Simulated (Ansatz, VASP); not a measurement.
Two plane-wave programs on In3As

```
In As
1.0
     4.50244    0.00000    0.00000
     0.00000    4.50244    0.00000
     0.00000    0.00000    4.50244
In As
3 1
Direct
  0.00000 0.50000 0.50000
  0.50000 0.00000 0.50000
  0.50000 0.50000 0.00000
  0.00000 0.00000 0.00000
```

Alike in both runs: task single point; functional PBEsol; dispersion D3(BJ); k mesh 10 × 10 × 10; occupations gaussian, width 0.15 eV; no spin polarisation.

|  | VASP | Ansatz |
| --- | --- | --- |
| version | VASP 6.6.1 | Ansatz 0.2.0 |
| potentials or method | VASP PAW PBE potentials, release 64 (In_d, As), cutoff 520 eV | scalar-relativistic, plane waves, PAW |
| valence electrons in the cell | 44 | 54 |

```tsv
	VASP	Ansatz	Ansatz less VASP
gap on the k mesh at the Fermi level (eV)	none	none	-
pressure (GPa)	0.0	0.0	-0.04
```

VASP's potentials were made for PBE, not for PBEsol. A gap of «none» marks a metal or a gap that the smearing closes. VASP's potentials hold 44 valence electrons a cell and Ansatz's 54, so a difference there can come from the potentials and not from the codes.
